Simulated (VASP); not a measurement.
# Yb3BP3 (Pm-3m) in VASP: further runs, part 2 of 2

VASP 6.6.1. Earlier steps stand in the parts before.

## 3. Single point, PBE, collinear spin, ferromagnetic start

This run uses another cell than the first one, of 23.11 Å³/atom.

File INCAR:

```
SYSTEM = Yb3BP3
PREC     = Accurate       ! precision mode
ENCUT    = 520            ! plane-wave cutoff, eV
EDIFF    = 1E-6           ! SCF threshold, eV
ISMEAR   = 0              ! smearing method
SIGMA    = 0.1            ! smearing width, eV
LREAL    = .False.        ! projectors in reciprocal space
LASPH    = .True.         ! aspherical terms in the spheres
NELM     = 150            ! most SCF steps
ALGO     = Normal         ! electronic algorithm
ISIF     = 2              ! what is computed and relaxed
LWAVE    = .False.        ! write WAVECAR
LCHARG   = .False.        ! write CHGCAR
ISPIN    = 2              ! spin polarisation
MAGMOM   = 1 1 1 0 0 0 0  ! initial moments
LORBIT   = 11             ! projections on sites
LMAXMIX  = 6              ! l up to which the mixer works
GGA      = PE             ! functional
NBANDS   = 58             ! bands
```

File KPOINTS:

```
regular mesh
0
Gamma
  4 4 4
  0 0 0
```

File POSCAR:

```
Yb3BP3
1.0
    5.4487901162      0.0000000000      0.0000000000
    0.0000000000      5.4487901162      0.0000000000
    0.0000000000      0.0000000000      5.4487901162
Yb B P
3 1 3
Direct
    0.5000000000      0.5000000000      0.0000000000
    0.0000000000      0.5000000000      0.5000000000
    0.5000000000      0.0000000000      0.5000000000
    0.5000000000      0.5000000000      0.5000000000
    0.5000000000      0.0000000000      0.0000000000
    0.0000000000      0.5000000000      0.0000000000
    0.0000000000      0.0000000000      0.5000000000
```

Potentials or basis: VASP PAW PBE potentials, release 64 (Yb, B, P).

On the command line:

```sh
> cat potpaw_PBE.64/Yb/POTCAR potpaw_PBE.64/B/POTCAR potpaw_PBE.64/P/POTCAR > POTCAR
> mpirun -np 1 vasp_std > vasp.out
```

OUTCAR:

```text
SYSTEM = Yb3BP3
   PREC = Accurate
   ENCUT = 520
   EDIFF = 1E-6
   ISMEAR = 0
   LREAL = .False.
   LASPH = .True.
   NELM = 150
   ISIF = 2
   ISPIN = 2
   LORBIT = 11
   GGA = PE

 ion  position               nearest neighbor table
   1  0.500  0.500  0.000-   4 2.72   5 2.72   6 2.72   4 2.72   5 2.72   6 2.72
   2  0.000  0.500  0.500-   4 2.72   6 2.72   7 2.72   6 2.72   7 2.72   4 2.72
   3  0.500  0.000  0.500-   4 2.72   5 2.72   7 2.72   5 2.72   4 2.72   7 2.72
   4  0.500  0.500  0.500-   1 2.72   2 2.72   3 2.72   1 2.72   3 2.72   2 2.72
   5  0.500  0.000  0.000-   1 2.72   3 2.72   3 2.72   1 2.72
   6  0.000  0.500  0.000-   1 2.72   2 2.72   2 2.72   1 2.72
   7  0.000  0.000  0.500-   2 2.72   3 2.72   2 2.72   3 2.72

  LATTYP: Found a simple cubic cell.
 ALAT       =     5.4487901162

  Lattice vectors:

 A1 = (   5.4487901162,   0.0000000000,   0.0000000000)
 A2 = (   0.0000000000,   5.4487901162,   0.0000000000)
 A3 = (   0.0000000000,   0.0000000000,   5.4487901162)

Analysis of symmetry for initial positions (statically):
=====================================================================
 Subroutine PRICEL returns:
 Original cell was already a primitive cell.

 Routine SETGRP: Setting up the symmetry group for a
 simple cubic supercell.

 Subroutine GETGRP returns: Found 48 space group operations
 (whereof 48 operations were pure point group operations)
 out of a pool of 48 trial point group operations.

The static configuration has the point symmetry O_h .

Analysis of symmetry for dynamics (positions and initial velocities):
=====================================================================
 Subroutine PRICEL returns:
 Original cell was already a primitive cell.

 Routine SETGRP: Setting up the symmetry group for a
 simple cubic supercell.

 Subroutine GETGRP returns: Found 48 space group operations
 (whereof 48 operations were pure point group operations)
 out of a pool of 48 trial point group operations.

The dynamic configuration has the point symmetry O_h .

Analysis of structural, dynamic, and magnetic symmetry:
=====================================================================
 Subroutine PRICEL returns:
 Original cell was already a primitive cell.

 Routine SETGRP: Setting up the symmetry group for a
 simple cubic supercell.

 Subroutine GETGRP returns: Found 48 space group operations
 (whereof 48 operations were pure point group operations)
 out of a pool of 48 trial point group operations.

The overall configuration has the point symmetry O_h .

 Subroutine INISYM returns: Found 48 space group operations
 (whereof 48 operations are pure point group operations),
 and found     1 'primitive' translations

----------------------------------------------------------------------------------------

                                     Primitive cell

  volume of cell :     161.7708

  direct lattice vectors                    reciprocal lattice vectors
[... 89 lines left out ...]
   ISYM   =      2    0-nonsym 1-usesym 2-fastsym
   POTIM  = 0.5000    time-step for ionic-motion
   TEBEG  =    0.0;   TEEND  =   0.0 temperature during run
   PSTRESS=    0.0 pullay stress
   NELECT =      90.0000    total number of electrons
   NUPDOWN=      -1.0000    fix difference up-down
   EMIN   =  10.00;   EMAX   =-10.00  energy-range for DOS
   EFERMI =   0.00;   METHOD = LEGACY
   ISMEAR =     0;   SIGMA  =   0.10  broadening in eV -4-tet -1-fermi 0-gaus
   EFERMI_NEDOS =   21; number of points for ismear=-14 and -15
   IALGO  =     38    algorithm
   IMIX   =      4    mixing-type and parameters
     AMIX     =   0.40;   BMIX     =  1.00
     AMIX_MAG =   1.60;   BMIX_MAG =  1.00
  volume/ion in A,a.u.               =      23.11       155.95
  Fermi-wavevector in a.u.,A,eV,Ry     =   1.346446  2.544414 24.666229  1.812917
  Thomas-Fermi vector in A             =   2.474277
   LORBIT       =     11    0 simple, 1 ext, 2 COOP (PROOUT), +10 PAW based schemes
   GGA     = PE    functional components
   LHFCALC =     F    Hartree Fock is set to
   AEXX    =    0.0000 exact exchange contribution
   IVDW    =     0    specifies the selected vdW correction
   LEPSILON=     F    determine dielectric tensor
   LRPA    =     F    only Hartree local field effects (RPA)
 spin polarized calculation
 Gauss-broadening in eV      SIGMA  =   0.10
  energy-cutoff  :      520.00
  volume of cell :      161.77
 maximum number of plane-waves:      4388
 NGX is ok and might be reduce to    42
   NGX = 21   NGY = 21   NGZ = 21

 number of electron      89.9999927 magnetization       0.0601171

 number of electron      89.9999927 magnetization      -0.1585355

 Free energy of the ion-electron system (eV)
  ---------------------------------------------------
  ext. energy  EPLUGINS =         0.00000000
  ---------------------------------------------------
  free energy    TOTEN  =       -33.90350146 eV

  energy without entropy =      -33.83892437  energy(sigma->0) =      -33.87121292

 E-fermi :   2.2263     XC(G=0):  -9.9535

 val. band max:        2.2213312401   @ k =   0.5000   0.2500   0.2500
 cond. band min:       2.2407106820   @ k =   0.5000   0.5000   0.2500
 fundamental gap:      0.0193794419
 Fermi energy:         2.2263446808

 spin component 1

 k-point     1 :       0.0000    0.0000    0.0000
  band No.  band energies     occupation
      1     -48.7582      1.00000
      2     -48.7484      1.00000
      3     -48.7484      1.00000
      4     -21.0441      1.00000
      5     -21.0441      1.00000
      6     -21.0441      1.00000
[... 589 lines left out ...]
     56       8.7243      0.00000
     57       8.7267      0.00000
 Fermi energy:         2.2263446808

 spin component 2

 k-point     1 :       0.0000    0.0000    0.0000
  band No.  band energies     occupation
      1     -48.7632      1.00000
      2     -48.7534      1.00000
      3     -48.7534      1.00000
      4     -21.0500      1.00000
      5     -21.0500      1.00000
      6     -21.0500      1.00000
[... 589 lines left out ...]
     56       8.7162      0.00000
     57       8.7257      0.00000
 [bands above 57 left out]

------------------------ aborting loop because EDIFF is reached ----------------------------------------

  FORCE on cell =-STRESS in cart. coord.  units (eV):
  Direction    XX          YY          ZZ          XY          YZ          ZX
  --------------------------------------------------------------------------------------
  -------------------------------------------------------------------------------------
  Total       -0.1272463     -0.1272463     -0.1272463     -0.0000000      0.0000000     -0.0000000
  in kB       -1.2602468     -1.2602468     -1.2602468     -0.0000000      0.0000000     -0.0000000
  external PRESSURE =      -1.2602468 kB  Pullay stress =       0.0000000 kB

 VOLUME and BASIS-vectors are now :
 -----------------------------------------------------------------------------
  energy-cutoff  :      520.00
  volume of cell :      161.77
      direct lattice vectors                 reciprocal lattice vectors
     5.448790116  0.000000000  0.000000000     0.183526981  0.000000000  0.000000000
     0.000000000  5.448790116  0.000000000     0.000000000  0.183526981  0.000000000
     0.000000000  0.000000000  5.448790116     0.000000000  0.000000000  0.183526981

 POSITION                                       TOTAL-FORCE (eV/Angst)
 -----------------------------------------------------------------------------------
      2.72440      2.72440      0.00000         0.000000      0.000000      0.000000
      0.00000      2.72440      2.72440         0.000000      0.000000      0.000000
      2.72440      0.00000      2.72440         0.000000      0.000000      0.000000
      2.72440      2.72440      2.72440         0.000000      0.000000      0.000000
      2.72440      0.00000      0.00000         0.000000      0.000000      0.000000
      0.00000      2.72440      0.00000         0.000000      0.000000      0.000000
      0.00000      0.00000      2.72440         0.000000      0.000000      0.000000
 -----------------------------------------------------------------------------------
    total drift:                                0.000000     -0.000000     -0.000000

  FREE ENERGIE OF THE ION-ELECTRON SYSTEM (eV)
  ---------------------------------------------------
  free  energy   TOTEN  =       -33.9035014596 eV

  energy  without entropy=      -33.8389243704  energy(sigma->0) =      -33.87121292

 total charge

# of ion       s       p       d       f       tot
--------------------------------------------------
    1        2.155   6.081   0.521  13.384  22.141
    2        2.155   6.081   0.521  13.384  22.141
    3        2.155   6.081   0.521  13.384  22.141
    4        0.782   0.802   0.000   0.000   1.583
    5        1.082   1.405   0.000   0.000   2.487
    6        1.082   1.405   0.000   0.000   2.487
    7        1.082   1.405   0.000   0.000   2.487
--------------------------------------------------
tot         10.492  23.260   1.564  40.152  75.468

 magnetization (x)

# of ion       s       p       d       f       tot
--------------------------------------------------
    1       -0.000  -0.001  -0.006  -0.005  -0.013
    2       -0.000  -0.001  -0.006  -0.005  -0.013
    3       -0.000  -0.001  -0.006  -0.005  -0.013
    4       -0.002  -0.034   0.000   0.000  -0.036
    5       -0.000  -0.003   0.000   0.000  -0.003
    6       -0.000  -0.003   0.000   0.000  -0.003
    7       -0.000  -0.003   0.000   0.000  -0.003
--------------------------------------------------
tot         -0.003  -0.048  -0.019  -0.015  -0.085
```

Run time: 7.8 min. Hardware: 1 thread of Intel Xeon 6975P-C (Granite Rapids), shared host; peak memory 0.42 GiB.

Results:

```
Free energy                                           : -33.9035 eV
Pressure                                              : -0.1 GPa
Net moment                                            : -0.16 μB per cell
Site moments                                          : Yb -0.01; B -0.04; P -0.00 μB
Valence electrons inside the program's atomic spheres : Yb 22.14; B 1.58; P 2.49
```

Levels at points of the mesh, in eV from the Fermi level:
Spin up:
```
           k point  band 43  band 44  band 45  band 46  band 47  band 48
(0.00, 0.00, 0.00)     0.40     0.82     0.82     0.82     1.31     1.31
(0.50, 0.00, 0.00)    -0.34    -0.17     0.09     0.46     0.46     1.26
(0.50, 0.50, 0.00)    -0.32    -0.28    -0.28    -0.13    -0.07    -0.07
(0.50, 0.50, 0.50)    -0.39    -0.38    -0.21    -0.21    -0.21     0.73
```
Spin down:
```
           k point  band 42  band 43  band 44  band 45  band 46  band 47  band 48  band 49
(0.00, 0.00, 0.00)     0.40     0.40     0.80     0.80     0.80     1.30     1.30     1.30
(0.50, 0.00, 0.00)    -0.37    -0.34    -0.19     0.07     0.46     0.46     1.22     1.22
(0.50, 0.50, 0.00)    -0.35    -0.33    -0.29    -0.29    -0.17    -0.11    -0.11     1.12
(0.50, 0.50, 0.50)    -0.39    -0.39    -0.39    -0.27    -0.27    -0.27     0.72     0.72
```

Caveat: spin-orbit coupling is left out, which moves the levels of the heavy elements. The state reached can hang on the start; a lower one may exist.
